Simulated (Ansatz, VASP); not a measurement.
## VSi: VASP beside Ansatz

```
CELL_PARAMETERS angstrom
0.00000 2.70861 2.70861
2.70861 0.00000 2.70861
2.70861 2.70861 0.00000
ATOMIC_POSITIONS crystal
V 0.00000 0.00000 0.00000
Si 0.25000 0.25000 0.25000
```

Change from the starting cell: volume scaled by 0.9405.

Alike in both runs: task single point; functional PBE; k mesh 11 × 11 × 11; occupations fermi-dirac, width 0.05 eV; collinear spin.

```csv
,VASP,Ansatz
version,VASP 6.6.1,Ansatz 0.2.0
potentials or method,"VASP PAW PBE potentials, release 64 (V_sv, Si), cutoff 500 eV","all-electron LAPW, scalar-relativistic"
```

```tsv
	VASP	Ansatz	Ansatz less VASP
pressure (GPa)	5.0	5.0	-0.05
net moment per atom (μB)	0.18	0.19	+0.004
```

Ansatz ran all-electron here, and VASP with PAW potentials.
